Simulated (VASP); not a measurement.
A run of VASP 6.6.1:

INCAR

```
PREC = Accurate
ENCUT = 520
EDIFF = 1E-7
ISMEAR = 0
SIGMA = 0.05
LREAL = False
LASPH = True
NELM = 60
ALGO = Normal
ISIF = 2
LWAVE = False
LCHARG = False
GGA = PE
NBANDS = 26
```

File KPOINTS:

```
regular mesh
0
Gamma
  6 6 4
```

File POSCAR:

```
CdSe
1.0
    4.2984999142      0.0107462498      0.0000000000
   -2.1399434318      3.7172369990      0.0000000000
    0.0000000000      0.0000000000      7.0152000000
Cd Se
2 2
Direct
    0.6666666667      0.3333333333      0.0000000000
    0.3333333333      0.6666666667      0.5000000000
    0.6666666667      0.3333333333      0.3750000000
    0.3333333333      0.6666666667      0.8750000000
```

Potentials or basis: VASP PAW PBE potentials, release 64 (Cd, Se).

Run with:

```sh
$ cat potpaw_PBE.64/Cd/POTCAR potpaw_PBE.64/Se/POTCAR > POTCAR
$ mpirun -np 1 vasp_std > vasp.out
```

Hardware: 1 thread of Intel(R) Xeon(R) Platinum 8488C (Sapphire Rapids), on a shared host.

Q: Estimate the wall time of this run.

A: It took 91 s on 1 thread of Intel(R) Xeon(R) Platinum 8488C (Sapphire Rapids), on a shared host, peak memory 0.32 GiB. Counts: scf iterations 16, k points 60.
